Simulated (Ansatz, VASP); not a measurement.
## One calculation of ZnSe7, two programs

```
CELL_PARAMETERS angstrom
3.63321 -3.55710 0.00000
3.63321 3.55710 0.00000
0.00000 0.00000 7.01555
ATOMIC_POSITIONS crystal
Zn 0.50000 0.50000 0.00000
Se 0.76432 0.76432 0.50000
Se 0.23568 0.23568 0.50000
Se 0.50000 0.00000 0.22046
Se 0.00000 0.50000 0.77954
Se 0.50000 0.00000 0.77954
Se 0.00000 0.50000 0.22046
Se 0.00000 0.00000 0.00000
```

Alike in both runs: functional PBE; k mesh 6 × 6 × 6; occupations gaussian, width 0.1 eV; no spin polarisation.

Ansatz relaxed the structure, and its values are those at the end. VASP's run is a single point on that final structure, the one shown.

|  | VASP | Ansatz |
| --- | --- | --- |
| version | VASP 6.6.1 | Ansatz 0.2.0 |
| potentials or method | VASP PAW PBE potentials, release 64 (Zn, Se), cutoff 520 eV | scalar-relativistic, plane waves, PAW |
| valence electrons in the cell | 54 | 124 |

|  | VASP | Ansatz | Ansatz less VASP |
| --- | --- | --- | --- |
| gap on the k mesh at the Fermi level (eV) | none | none | - |
| pressure (GPa) | 0.0 | 0.0 | -0.05 |

A gap of «none» marks a metal or a gap that the smearing closes. With one functional, cell and mesh, what is left measures potentials, basis and numerics. VASP's potentials hold 54 valence electrons a cell and Ansatz's 124, so a difference there can come from the potentials and not from the codes.
